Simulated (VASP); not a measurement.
# CO (P1) in VASP: notebook

CO is run at these levels: PBE; tasks: single point.

All numbers are computed with VASP 6.6.1; they aren't measurements. Logs are shortened: lines on timing, memory, paths and dates and some standing lists are left out, and cuts for length are marked.

### Step 1. The cell of the first run

The typed cell holds 8 atoms: a = 5.630 Å, b = 5.630 Å, c = 5.630 Å, α = 90.00°, β = 90.00°, γ = 90.00°.

### Step 2. Single point, PBE

Input file INCAR:

```
ALGO     = Normal         # electronic algorithm
EDIFF    = 1E-7           # SCF threshold, eV
ENCUT    = 520            # plane-wave cutoff, eV
GGA      = PE             # functional
ISIF     = 2              # what is computed and relaxed
ISMEAR   = -1             # smearing method
LASPH    = T              # aspherical terms in the spheres
LCHARG   = F              # write CHGCAR
LREAL    = F              # projectors in reciprocal space
LWAVE    = F              # write WAVECAR
NBANDS   = 30             # bands
NELM     = 100            # most SCF steps
PREC     = Accurate       # precision mode
SIGMA    = 0.05           # smearing width, eV
```

Input file KPOINTS:

```
k-points
0
Gamma
  3 3 3
```

Input file POSCAR:

```
CO
1.0
    5.6300000000      0.0000000000      0.0000000000
    0.0000000000      5.6300000000      0.0000000000
    0.0000000000      0.0000000000      5.6300000000
C O
4 4
Direct
    0.9403007105      0.9737722913      0.9627472469
    0.5330975133      0.0442978686      0.4162865009
    0.4284108348      0.5263019538      0.0601460036
    0.0543332149      0.4979412078      0.5595776199
    0.0793031972      0.0597630551      0.0620241563
    0.4489847247      0.9276690941      0.5398509769
    0.5542559503      0.4177737123      0.9825891652
    0.9503815275      0.5630282416      0.4164687389
```

Potentials or basis: VASP PAW PBE potentials, release 64 (C, O).

The run is started by

```sh
$ cat potpaw_PBE.64/C/POTCAR potpaw_PBE.64/O/POTCAR > POTCAR
$ mpirun -np 1 vasp_std > vasp.out
```

OUTCAR:

```text
EDIFF = 1E-7
   ENCUT = 520
   GGA = PE
   ISIF = 2
   ISMEAR = -1
   LASPH = T
   LREAL = F
   NELM = 100
   PREC = Accurate

 ion  position               nearest neighbor table
   1  0.940  0.974  0.963-   5 1.08
   2  0.533  0.044  0.416-   6 1.07
   3  0.428  0.526  0.060-   7 1.03
   4  0.054  0.498  0.560-   8 1.06
   5  0.079  0.060  0.062-   1 1.08
   6  0.449  0.928  0.540-   2 1.07
   7  0.554  0.418  0.983-   3 1.03
   8  0.950  0.563  0.416-   4 1.06

  LATTYP: Found a simple cubic cell.
 ALAT       =     5.6300000000

  Lattice vectors:

 A1 = (   5.6300000000,   0.0000000000,   0.0000000000)
 A2 = (   0.0000000000,   5.6300000000,   0.0000000000)
 A3 = (   0.0000000000,   0.0000000000,   5.6300000000)

Analysis of symmetry for initial positions (statically):
=====================================================================
 Subroutine PRICEL returns:
 Original cell was already a primitive cell.

 Routine SETGRP: Setting up the symmetry group for a
 simple cubic supercell.

 Subroutine GETGRP returns: Found  1 space group operations
 (whereof  1 operations were pure point group operations)
 out of a pool of 48 trial point group operations.

The static configuration has the point symmetry C_1 .

Analysis of symmetry for dynamics (positions and initial velocities):
=====================================================================
 Subroutine PRICEL returns:
 Original cell was already a primitive cell.

 Routine SETGRP: Setting up the symmetry group for a
 simple cubic supercell.

 Subroutine GETGRP returns: Found  1 space group operations
 (whereof  1 operations were pure point group operations)
 out of a pool of 48 trial point group operations.

The dynamic configuration has the point symmetry C_1 .

 Subroutine INISYM returns: Found  1 space group operations
 (whereof  1 operations are pure point group operations),
 and found     1 'primitive' translations

----------------------------------------------------------------------------------------

                                     Primitive cell

  volume of cell :     178.4535

  direct lattice vectors                    reciprocal lattice vectors
     5.630000000  0.000000000  0.000000000     0.177619893  0.000000000  0.000000000
     0.000000000  5.630000000  0.000000000     0.000000000  0.177619893  0.000000000
     0.000000000  0.000000000  5.630000000     0.000000000  0.000000000  0.177619893

  length of vectors
     5.630000000  5.630000000  5.630000000     0.177619893  0.177619893  0.177619893

  position of ions in fractional coordinates (direct lattice)
     0.940300710  0.973772291  0.962747247
     0.533097513  0.044297869  0.416286501
     0.428410835  0.526301954  0.060146004
     0.054333215  0.497941208  0.559577620
     0.079303197  0.059763055  0.062024156
     0.448984725  0.927669094  0.539850977
     0.554255950  0.417773712  0.982589165
     0.950381527  0.563028242  0.416468739

  ion indices of the primitive-cell ions
   primitive index   ion index
                 1           1
                 2           2
                 3           3
                 4           4
                 5           5
                 6           6
                 7           7
                 8           8

----------------------------------------------------------------------------------------

 KPOINTS: k-points

Automatic generation of k-mesh.
 Grid dimensions read from file:
 generate k-points for:    3    3    3

 Generating k-lattice:

  Cartesian coordinates                     Fractional coordinates (reciprocal lattice)
     0.059206631  0.000000000  0.000000000     0.333333333  0.000000000  0.000000000
     0.000000000  0.059206631  0.000000000     0.000000000  0.333333333  0.000000000
     0.000000000  0.000000000  0.059206631     0.000000000  0.000000000  0.333333333

  Length of vectors
     0.059206631  0.059206631  0.059206631

  Shift w.r.t. Gamma in fractional coordinates (k-lattice)
     0.000000000  0.000000000  0.000000000

 Subroutine IBZKPT returns following result:
 ===========================================

 Found     14 irreducible k-points:

 Following reciprocal coordinates:
            Coordinates               Weight
  0.000000  0.000000  0.000000      1.000000
  0.333333  0.000000  0.000000      2.000000
  0.000000  0.333333  0.000000      2.000000
  0.000000  0.000000  0.333333      2.000000
  0.333333  0.333333  0.000000      2.000000
  0.000000  0.333333  0.333333      2.000000
  0.333333  0.000000  0.333333      2.000000
 -0.333333  0.333333  0.000000      2.000000
 -0.333333  0.000000  0.333333      2.000000
  0.000000 -0.333333  0.333333      2.000000
  0.333333  0.333333  0.333333      2.000000
 -0.333333  0.333333  0.333333      2.000000
 -0.333333 -0.333333  0.333333      2.000000
  0.333333 -0.333333  0.333333      2.000000
   k-points           NKPTS =     14   k-points in BZ     NKDIM =     14   number of bands    NBANDS=     30
   number of dos      NEDOS =    301   number of ions     NIONS =      8
   total plane-waves  NPLWV =  74088
   dimension x,y,z NGX =    42 NGY =   42 NGZ =   42
   dimension x,y,z NGXF=    84 NGYF=   84 NGZF=   84
   ions per type =               4   4
   NGX,Y,Z   is equivalent  to a cutoff of  12.40, 12.40, 12.40 a.u.
   NGXF,Y,Z  is equivalent  to a cutoff of  24.80, 24.80, 24.80 a.u.
 SYSTEM =  unknown system
   PREC   = accura    normal or accurate (medium, high low for compatibility)
   ISTART =      0    job   : 0-new  1-cont  2-samecut
   ICHARG =      2    charge: 1-file 2-atom 10-const
   ISPIN  =      1    spin polarized calculation?
   LNONCOLLINEAR =      F non collinear calculations
   LSORBIT =      F    spin-orbit coupling
   LASPH  =      T    aspherical Exc in radial PAW
   ENCUT  =  520.0 eV  38.22 Ry    6.18 a.u.  10.47 10.47 10.47*2*pi/ulx,y,z
   NELM   =    100;   NELMIN=  2; NELMDL= -5     # of ELM steps
   EDIFF  = 0.1E-06   stopping-criterion for ELM
   LREAL  =      F    real-space projection
   EDIFFG = 0.1E-05   stopping-criterion for IOM
   NSW    =      0    number of steps for IOM
   IBRION =     -1    ionic relax: 0-MD 1-quasi-New 2-CG
   NFREE  =      0    steps in history (QN), initial steepest desc. (CG)
   ISIF   =      2    stress and relaxation
   ISYM   =      2    0-nonsym 1-usesym 2-fastsym
   POTIM  = 0.5000    time-step for ionic-motion
   TEBEG  =    0.0;   TEEND  =   0.0 temperature during run
   PSTRESS=    0.0 pullay stress
   NELECT =      40.0000    total number of electrons
   NUPDOWN=      -1.0000    fix difference up-down
   EMIN   =  10.00;   EMAX   =-10.00  energy-range for DOS
   EFERMI =   0.00;   METHOD = LEGACY
   ISMEAR =    -1;   SIGMA  =   0.05  broadening in eV -4-tet -1-fermi 0-gaus
   EFERMI_NEDOS =   21; number of points for ismear=-14 and -15
   IALGO  =     38    algorithm
   IMIX   =      4    mixing-type and parameters
     AMIX     =   0.40;   BMIX     =  1.00
     AMIX_MAG =   1.60;   BMIX_MAG =  1.00
  volume/ion in A,a.u.               =      22.31       150.53
  Fermi-wavevector in a.u.,A,eV,Ry     =   0.994458  1.879253 13.455436  0.988947
  Thomas-Fermi vector in A             =   2.126411
   LORBIT       =      0    0 simple, 1 ext, 2 COOP (PROOUT), +10 PAW based schemes
   GGA     = PE    functional components
   LHFCALC =     F    Hartree Fock is set to
   AEXX    =    0.0000 exact exchange contribution
   IVDW    =     0    specifies the selected vdW correction
   LEPSILON=     F    determine dielectric tensor
   LRPA    =     F    only Hartree local field effects (RPA)
 non-spin polarized calculation
  energy-cutoff  :      520.00
  volume of cell :      178.45
 maximum number of plane-waves:      4837
 NGX is ok and might be reduce to    42
   NGX = 21   NGY = 21   NGZ = 21

 number of electron      39.9999995 magnetization

 Free energy of the ion-electron system (eV)
  ---------------------------------------------------
  ext. energy  EPLUGINS =         0.00000000
  ---------------------------------------------------
  free energy    TOTEN  =       -57.11695604 eV

  energy without entropy =      -57.11695604  energy(sigma->0) =      -57.11695604

 E-fermi :  -3.7033     XC(G=0):  -6.4342

 val. band max:       -4.9273615757   @ k =   0.0000   0.0000   0.0000
 cond. band min:       1.3272144854   @ k =   0.0000   0.3333   0.0000
 fundamental gap:      6.2545760611
 Fermi energy:        -3.7033243325

 k-point     1 :       0.0000    0.0000    0.0000
  band No.  band energies     occupation
      1     -27.2630      2.00000
      2     -26.9984      2.00000
      3     -26.8961      2.00000
      4     -26.7002      2.00000
      5     -10.6078      2.00000
      6     -10.5708      2.00000
[... 22 lines left out ...]
     29       4.9100      0.00000
     30       6.6682      0.00000

 k-point     2 :       0.3333    0.0000    0.0000
  band No.  band energies     occupation
      1     -27.2627      2.00000
      2     -26.9977      2.00000
      3     -26.8971      2.00000
      4     -26.7007      2.00000
      5     -10.5971      2.00000
      6     -10.5636      2.00000
[... 22 lines left out ...]
     29       5.0329      0.00000
     30       5.6973      0.00000

 k-point     3 :       0.0000    0.3333    0.0000
  band No.  band energies     occupation
      1     -27.2629      2.00000
      2     -26.9978      2.00000
      3     -26.8969      2.00000
      4     -26.7007      2.00000
      5     -10.5937      2.00000
      6     -10.5672      2.00000
[... 22 lines left out ...]
     29       5.1589      0.00000
     30       5.9222      0.00000

 k-point     4 :       0.0000    0.0000    0.3333
  band No.  band energies     occupation
      1     -27.2628      2.00000
      2     -26.9985      2.00000
      3     -26.8960      2.00000
      4     -26.7009      2.00000
      5     -10.6013      2.00000
      6     -10.5709      2.00000
[... 22 lines left out ...]
     29       5.0300      0.00000
     30       5.9363      0.00000

 k-point     5 :       0.3333    0.3333    0.0000
  band No.  band energies     occupation
      1     -27.2624      2.00000
      2     -26.9971      2.00000
      3     -26.8972      2.00000
      4     -26.7010      2.00000
      5     -10.5921      2.00000
      6     -10.5689      2.00000
[... 22 lines left out ...]
     29       5.2794      0.00000
     30       5.5786      0.00000
[... 196 lines left out ...]
     29       5.3670      0.00000
     30       5.8125      0.00000

 k-point    12 :      -0.3333    0.3333    0.3333
  band No.  band energies     occupation
      1     -27.2622      2.00000
      2     -26.9970      2.00000
      3     -26.8970      2.00000
      4     -26.7011      2.00000
      5     -10.6211      2.00000
      6     -10.5970      2.00000
[... 22 lines left out ...]
     29       5.4728      0.00000
     30       5.7666      0.00000

 k-point    13 :      -0.3333   -0.3333    0.3333
  band No.  band energies     occupation
      1     -27.2622      2.00000
      2     -26.9970      2.00000
      3     -26.8969      2.00000
      4     -26.7011      2.00000
      5     -10.6118      2.00000
      6     -10.5895      2.00000
[... 22 lines left out ...]
     29       5.5305      0.00000
     30       5.6425      0.00000

 k-point    14 :       0.3333   -0.3333    0.3333
  band No.  band energies     occupation
      1     -27.2622      2.00000
      2     -26.9970      2.00000
      3     -26.8969      2.00000
      4     -26.7011      2.00000
      5     -10.6094      2.00000
      6     -10.5947      2.00000
[... 22 lines left out ...]
     29       5.3591      0.00000
     30       5.8836      0.00000

------------------------ aborting loop because EDIFF is reached ----------------------------------------

  FORCE on cell =-STRESS in cart. coord.  units (eV):
  Direction    XX          YY          ZZ          XY          YZ          ZX
  --------------------------------------------------------------------------------------
  -------------------------------------------------------------------------------------
  Total       21.4948682     15.5608362     19.5702196     -3.7127479     -1.1665351      0.3250845
  in kB      192.9835028    139.7070520    175.7037768    -33.3334954    -10.4732917      2.9186473
  external PRESSURE =     169.4647772 kB  Pullay stress =       0.0000000 kB

 VOLUME and BASIS-vectors are now :
 -----------------------------------------------------------------------------
  energy-cutoff  :      520.00
  volume of cell :      178.45
      direct lattice vectors                 reciprocal lattice vectors
     5.630000000  0.000000000  0.000000000     0.177619893  0.000000000  0.000000000
     0.000000000  5.630000000  0.000000000     0.000000000  0.177619893  0.000000000
     0.000000000  0.000000000  5.630000000     0.000000000  0.000000000  0.177619893

 POSITION                                       TOTAL-FORCE (eV/Angst)
 -----------------------------------------------------------------------------------
      5.29389      5.48234      5.42027        -6.931823     -4.323992     -5.014812
      3.00134      0.24940      2.34369         5.043165      6.900043     -7.230801
      2.41195      2.96308      0.33862       -12.830686     11.141039      7.920174
      0.30590      2.80341      3.15042         6.877247     -4.375669      9.481036
      0.44648      0.33647      0.34920         6.919224      4.306051      4.979239
      2.52778      5.22278      3.03936        -5.027247     -6.928733      7.365245
      3.12046      2.35207      5.53198        12.895241    -11.064067     -8.045439
      5.35065      3.16985      2.34472        -6.945121      4.345327     -9.454641
 -----------------------------------------------------------------------------------
    total drift:                               -0.002129      0.000957      0.001410

  FREE ENERGIE OF THE ION-ELECTRON SYSTEM (eV)
  ---------------------------------------------------
  free  energy   TOTEN  =       -57.1169560392 eV

  energy  without entropy=      -57.1169560392  energy(sigma->0) =      -57.11695604
```

It took 40 s on 1 thread of Intel Xeon 6975P-C (Granite Rapids), shared host; peak memory 0.27 GiB.

Results:

- Free energy: -57.1170 eV
- Pressure: 16.9 GPa
- Largest force: 18.800 eV/Å
- Band gap on the k mesh: 6.25 eV (least direct gap 6.28 eV)

Forces in eV/Å, atoms in the order of the input:
```
C    -6.932  -4.324  -5.015
C     5.043   6.900  -7.231
C   -12.831  11.141   7.920
C     6.877  -4.376   9.481
O     6.919   4.306   4.979
O    -5.027  -6.929   7.365
O    12.895 -11.064  -8.045
O    -6.945   4.345  -9.455
```

Levels at points of the mesh, in eV from the valence-band top:
| k point | band 18 | band 19 | band 20 | band 21 | band 22 | band 23 |
| --- | --- | --- | --- | --- | --- | --- |
| (0.00, 0.00, 0.00) | -0.32 | -0.19 | 0.00 | 6.36 | 6.47 | 6.74 |

Caveat: the stress differs along the axes, from 14 to 19 GPa; this functional lacks dispersion, which holds the molecules together, so the pressure and a relaxed volume are unreliable; forces of over 1 eV/Å act on the atoms, so gaps and moduli don't describe the material at rest. A k mesh can miss the band edges.

[end of part 1 of 2]
